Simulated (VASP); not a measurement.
# LuPd in VASP: further runs, part 2 of 2

VASP 6.6.1.

**3. Single point, PBEsol**

This run uses another cell than the first one, of 44.09 Å³/atom, 1.360 times its volume.

INCAR

```
ALGO = Normal ; DIPOL = 0.5 0.5 0.500
EDIFF = 1E-6 ; ENCUT = 520
GGA = PS ; IDIPOL = 3
ISIF = 2 ; ISMEAR = -1
LASPH = True ; LCHARG = False
LDIPOL = True ; LREAL = False
LWAVE = False ; NBANDS = 43
NELM = 60 ; PREC = Accurate
SIGMA = 0.1
```

KPOINTS

```
k-points
0
Gamma
  5 5 1
```

POSCAR

```
LuPd
1.0
    3.4150000000      0.0000000000      0.0000000000
    0.0000000000      3.4150000000      0.0000000000
    0.0000000000      0.0000000000     15.1225000000
Lu Pd
2 2
Direct
    0.0000000000      0.0000000000      0.3306331625
    0.0000000000      0.0000000000      0.5564556125
    0.5000000000      0.5000000000      0.4435443875
    0.5000000000      0.5000000000      0.6693668375
```

Potentials or basis: VASP PAW PBE potentials, release 64 (Lu, Pd).

Launch:

```sh
> cat potpaw_PBE.64/Lu/POTCAR potpaw_PBE.64/Pd/POTCAR > POTCAR
> mpirun -np 1 vasp_std > vasp.out
```

OUTCAR:

```text
EDIFF = 1E-6
   ENCUT = 520
   GGA = PS
   ISIF = 2
   ISMEAR = -1
   LASPH = True
   LREAL = False
   NELM = 60
   PREC = Accurate

 ion  position               nearest neighbor table
   1  0.000  0.000  0.331-   3 2.96   3 2.96   3 2.96   3 2.96   2 3.42
   2  0.000  0.000  0.556-   4 2.96   4 2.96   4 2.96   4 2.96   3 2.96   3 2.96   3 2.96   3 2.96
                             1 3.42
   3  0.500  0.500  0.444-   1 2.96   1 2.96   1 2.96   1 2.96   2 2.96   2 2.96   2 2.96   2 2.96
                             4 3.42
   4  0.500  0.500  0.669-   2 2.96   2 2.96   2 2.96   2 2.96   3 3.42

  LATTYP: Found a simple tetragonal cell.
 ALAT       =     3.4150000000
 C/A-ratio  =     4.4282576867

[... 459 lines left out ...]
  -------------------------------------------------------------------------------------
  Total       -3.7776106     -3.7776106     -3.5943973      0.0000000      0.0000000     -0.0000000
  in kB      -34.3180628    -34.3180628    -32.6536437      0.0000000      0.0000000     -0.0000000
  external PRESSURE =     -33.7632565 kB  Pullay stress =       0.0000000 kB

 VOLUME and BASIS-vectors are now :
 -----------------------------------------------------------------------------
  energy-cutoff  :      520.00
  volume of cell :      176.36
      direct lattice vectors                 reciprocal lattice vectors
     3.415000000  0.000000000  0.000000000     0.292825769  0.000000000  0.000000000
     0.000000000  3.415000000  0.000000000     0.000000000  0.292825769  0.000000000
     0.000000000  0.000000000 15.122500000     0.000000000  0.000000000  0.066126633

 POSITION                                       TOTAL-FORCE (eV/Angst)
 -----------------------------------------------------------------------------------
      0.00000      0.00000      5.00000         0.000000      0.000000      0.658395
      0.00000      0.00000      8.41500        -0.000000      0.000000      1.268413
      1.70750      1.70750      6.70750         0.000000     -0.000000     -0.591663
      1.70750      1.70750     10.12250         0.000000     -0.000000     -1.335144
 -----------------------------------------------------------------------------------
    total drift:                               -0.000000      0.000000     -0.001050

  FREE ENERGIE OF THE ION-ELECTRON SYSTEM (eV)
  ---------------------------------------------------
  free  energy   TOTEN  =       -22.6739520842 eV

  energy  without entropy=      -22.5862594129  energy(sigma->0) =      -22.63010575

 vacuum level on the upper side and lower side of the slab         4.410         3.100
```

OSZICAR:

```text
N       E                     dE             d eps       ncg     rms          rms(c)
DAV:   1     0.668815539920E+03    0.66882E+03   -0.28329E+04   719   0.480E+03
DAV:   2     0.829728202174E+02   -0.58584E+03   -0.55865E+03   620   0.827E+02
DAV:   3    -0.112731650236E+02   -0.94246E+02   -0.89626E+02   590   0.184E+02
[... 13 lines left out ...]
DAV:  17    -0.226738574998E+02   -0.33856E-03   -0.14903E-04   645   0.519E-02    0.131E-02
DAV:  18    -0.226739186432E+02   -0.61143E-04   -0.34876E-05   621   0.280E-02    0.612E-03
DAV:  19    -0.226739502486E+02   -0.31605E-04   -0.17557E-05   546   0.191E-02    0.194E-03
DAV:  20    -0.226739515509E+02   -0.13023E-05   -0.23154E-06   402   0.947E-03    0.163E-03
DAV:  21    -0.226739520842E+02   -0.53334E-06   -0.50730E-07   365   0.405E-03
   1 F= -.22673952E+02 E0= -.22630106E+02  d E =-.876927E-01
```

Wall time 1.7 min (1 thread of Intel Xeon Platinum 8375C at 2.90GHz (Ice Lake), shared host); peak memory 0.29 GiB.

Results:

```yaml
Free_energy: -22.6740 eV
Largest_force: 1.335 eV/Å
Band_gap_on_the_k_mesh: 0.07 eV, direct
```

Forces in eV/Å, atoms in the order of the input:
```
Lu   0.000  0.000  0.658
Lu   0.000  0.000  1.268
Pd   0.000  0.000 -0.592
Pd   0.000  0.000 -1.335
```

Caveat: the PAW data sets were made with another functional, which shifts forces and pressure a little; spin-orbit coupling is left out, which moves the levels of the heavy elements.

**4. Single point, PBEsol**

This run uses another cell than the first one, of 52.84 Å³/atom, 1.629 times its volume.

INCAR

```
SYSTEM = LuPd
ALGO     = Normal         ! electronic algorithm
DIPOL    = 0.5 0.5 0.500
EDIFF    = 1E-6           ! SCF threshold, eV
ENCUT    = 520            ! plane-wave cutoff, eV
GGA      = PS             ! functional
IDIPOL   = 3            
ISIF     = 2              ! what is computed and relaxed
ISMEAR   = -1             ! smearing method
LASPH    = .TRUE.         ! aspherical terms in the spheres
LCHARG   = .FALSE.        ! write CHGCAR
LDIPOL   = .TRUE.       
LREAL    = .FALSE.        ! projectors in reciprocal space
LWAVE    = .FALSE.        ! write WAVECAR
NBANDS   = 43             ! bands
NELM     = 80             ! most SCF steps
PREC     = Accurate       ! precision mode
SIGMA    = 0.1            ! smearing width, eV
```

KPOINTS

```
k-points
0
G
  5 5 1
  0 0 0
```

POSCAR

```
LuPd
1.0
    3.4150000000      0.0000000000      0.0000000000
    0.0000000000      3.4150000000      0.0000000000
    0.0000000000      0.0000000000     18.1225000000
Lu Pd
2 2
Direct
    0.0000000000      0.0000000000      0.3586701614
    0.0000000000      0.0000000000      0.5471099462
    0.5000000000      0.5000000000      0.4528900538
    0.5000000000      0.5000000000      0.6413298386
```

Launch:

```sh
> cat potpaw_PBE.64/Lu/POTCAR potpaw_PBE.64/Pd/POTCAR > POTCAR
> mpirun -np 1 vasp_std > vasp.out
```

Run time: 3 min. Hardware: 1 thread of Intel Xeon Platinum 8375C at 2.90GHz (Ice Lake), shared host; peak memory 0.34 GiB.

It converged, with:

| Quantity | Value |
| --- | --- |
| Free energy | -22.6733 eV |
| Largest force | 1.336 eV/Å |
| Band gap on the k mesh | 0.07 eV, direct |

Forces in eV/Å, atoms in the order of the input:
```
Lu   0.000  0.000  0.659
Lu   0.000  0.000  1.269
Pd   0.000  0.000 -0.592
Pd   0.000  0.000 -1.336
```

Levels at points of the mesh, in eV from the valence-band top:
```
           k point  band 31  band 32  band 33  band 34  band 35  band 36  band 37  band 38  band 39  band 40
(0.00, 0.00, 0.00)    -2.59    -1.57    -1.57    -1.32    -0.59     0.30     0.33     1.44     1.63     2.93
```

Caveat: the PAW data sets were made with another functional, which shifts forces and pressure a little; spin-orbit coupling is left out, which moves the levels of the heavy elements.

**5. Overview**

| cell | gap on the mesh (eV) | largest force (eV/Å) |
| --- | --- | --- |
| a = 3.415, b = 3.415, c = 11.123 Å, 4 atoms | 0.06 | 1.30 |
| a = 3.415, b = 3.415, c = 15.123 Å, 4 atoms | 0.07 | 1.34 |
| a = 3.415, b = 3.415, c = 18.122 Å, 4 atoms | 0.07 | 1.34 |

Alike in all rows: task single point; level PBEsol; potentials or basis VASP PAW PBE potentials, release 64 (Lu, Pd); no spin polarisation; k mesh 5 × 5 × 1; cutoff (eV) 520; smearing fermi-dirac 0.1 eV.

Caveats: the PAW data sets were made with another functional, which shifts forces and pressure a little; spin-orbit coupling is left out, which moves the levels of the heavy elements.

Absolute energies hang on the potentials; compare differences alone.
